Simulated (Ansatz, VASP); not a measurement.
Two plane-wave programs on Nb3O

```
Nb O
1.0
     4.91396    0.00000    0.00000
     0.00000    4.91396    0.00000
     0.00000    0.00000    4.91396
Nb O
6 2
Cartesian
  1.2285 0.0000 2.4570
  2.4570 3.6855 0.0000
  3.6855 0.0000 2.4570
  2.4570 1.2285 0.0000
  0.0000 2.4570 3.6855
  0.0000 2.4570 1.2285
  0.0000 0.0000 0.0000
  2.4570 2.4570 2.4570
```

Alike in both runs: task single point; functional PBEsol; k mesh 8 × 8 × 8; occupations fermi-dirac, width 0.15 eV; no spin polarisation.

|  | VASP | Ansatz |
| --- | --- | --- |
| version | VASP 6.6.1 | Ansatz 0.2.0 |
| potentials or method | VASP PAW PBE potentials, release 64 (Nb_sv, O), cutoff 520 eV | scalar-relativistic, plane waves, PAW |
| valence electrons in the cell | 90 | 90 |

|  | VASP | Ansatz | Ansatz less VASP |
| --- | --- | --- | --- |
| gap on the k mesh at the Fermi level (eV) | none | none | - |
| pressure (GPa) | -0.1 | 0.0 | +0.15 |

VASP's potentials were made for PBE, not for PBEsol. A gap of «none» marks a metal or a gap that the smearing closes.
